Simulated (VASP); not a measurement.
Set up this calculation in VASP 6.6.1, as the native input.

```yaml
Task: single point
Functional: r2SCAN
Potentials_or_basis: VASP PAW PBE potentials, release 64 (C)
Cutoff: 520 eV
k_mesh: 12 × 12 × 12
Occupations: gaussian, width 0.05 eV
Spin: no spin polarisation
Dipole_correction: no
Further_INCAR_settings: ALGO = Normal; EDIFF = 1e-07; NBANDS = 11
```

C:

```
C
1.0
     0.00000    1.78340    1.78340
     1.78340    0.00000    1.78340
     1.78340    1.78340    0.00000
C
2
Direct
  0.50000 0.50000 0.50000
  0.75000 0.75000 0.75000
```

These files were run (other wordings do the same):

POSCAR

```
C
1.0
    0.0000000000      1.7834000000      1.7834000000
    1.7834000000      0.0000000000      1.7834000000
    1.7834000000      1.7834000000      0.0000000000
C
2
Direct
    0.5000000000      0.5000000000      0.5000000000
    0.7500000000      0.7500000000      0.7500000000
```

INCAR.step1

```
SYSTEM = C
PREC = Accurate
ENCUT = 520
ISMEAR = 0
SIGMA = 0.05
LREAL = .False.
LASPH = .True.
NELM = 100
NBANDS = 11
GGA = PE
ALGO = Normal
EDIFF = 1E-4
LWAVE = .True.
LCHARG = .False.
```

INCAR.step2

```
SYSTEM = C
PREC = Accurate
ENCUT = 520
EDIFF = 1E-7
ISMEAR = 0
SIGMA = 0.05
LREAL = .False.
LASPH = .True.
NELM = 100
ALGO = Normal
ISIF = 2
LWAVE = .False.
LCHARG = .False.
METAGGA = R2SCAN
LMIXTAU = .True.
NBANDS = 11
ISTART = 1
```

KPOINTS

```
regular mesh
0
Gamma
  12 12 12
  0 0 0
```

Potentials or basis: VASP PAW PBE potentials, release 64 (C).

Command:

```console
$ cat potpaw_PBE.64/C/POTCAR > POTCAR
$ cp INCAR.step1 INCAR
$ mpirun -np 1 vasp_std > vasp.out
$ cp INCAR.step2 INCAR
$ mpirun -np 1 vasp_std > vasp.out
```

Results of the run:

```json
{
  "Pressure": "-1.4 GPa",
  "Band gap on the k mesh": "4.34 eV, indirect (least direct gap 5.84 eV)"
}
```

Caveat: the PAW data sets were made with another functional, which shifts forces and pressure a little.

Wall time 35 s on 1 thread of AMD EPYC 7R43 64-Core Processor (Zen 3), on a shared host, peak memory 0.08 GiB.
